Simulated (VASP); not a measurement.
Write the native input for VASP 6.6.1 that does the following.

- Task: single point
- Functional: PBE
- Potentials or basis: VASP PAW PBE potentials, release 64 (Pb_d, S)
- Cutoff: 520 eV
- k mesh: 10 × 10 × 10
- Occupations: gaussian, width 0.03 eV
- Spin: no spin polarisation
- Dipole correction: no
- Further INCAR settings: ALGO = Normal; EDIFF = 1e-07; NBANDS = 17

The structure of PbS lies in POSCAR:

```
PbS
1.0
    0.0000000000      3.0539500000      3.0094750000
    3.0539500000      0.0000000000      3.0094750000
    3.0539500000      3.0539500000      0.0000000000
Pb S
1 1
Direct
    0.0000000000      0.0000000000      0.0000000000
    0.5000000000      0.5000000000      0.5000000000
```

This cell differs from its parent crystal: strain +0.030 along x and y, +0.015 along z.

These files were run (other wordings do the same):

INCAR

```
SYSTEM = PbS
ALGO = Normal
EDIFF = 1E-7
ENCUT = 520
GGA = PE
ISIF = 2
ISMEAR = 0
LASPH = .TRUE.
LCHARG = .FALSE.
LREAL = .FALSE.
LWAVE = .FALSE.
NBANDS = 17
NELM = 60
PREC = Accurate
SIGMA = 0.03
```

KPOINTS

```
k-points
0
G
  10 10 10
  0 0 0
```

Potentials or basis: VASP PAW PBE potentials, release 64 (Pb_d, S).

The run is started by

```sh
$ cat potpaw_PBE.64/Pb_d/POTCAR potpaw_PBE.64/S/POTCAR > POTCAR
$ mpirun -np 1 vasp_std > vasp.out
```

Results of the run:

```
Pressure               : -1.7 GPa
Band gap on the k mesh : 0.60 eV, direct
```

Caveat: the cell differs from its parent crystal (strain +0.030 along x and y, +0.015 along z); spin-orbit coupling is left out, which moves the levels of the heavy elements.

Wall time 76 s on 1 thread of AMD EPYC 9R45 (Zen 5), with other jobs on the host, peak memory 0.2 GiB.
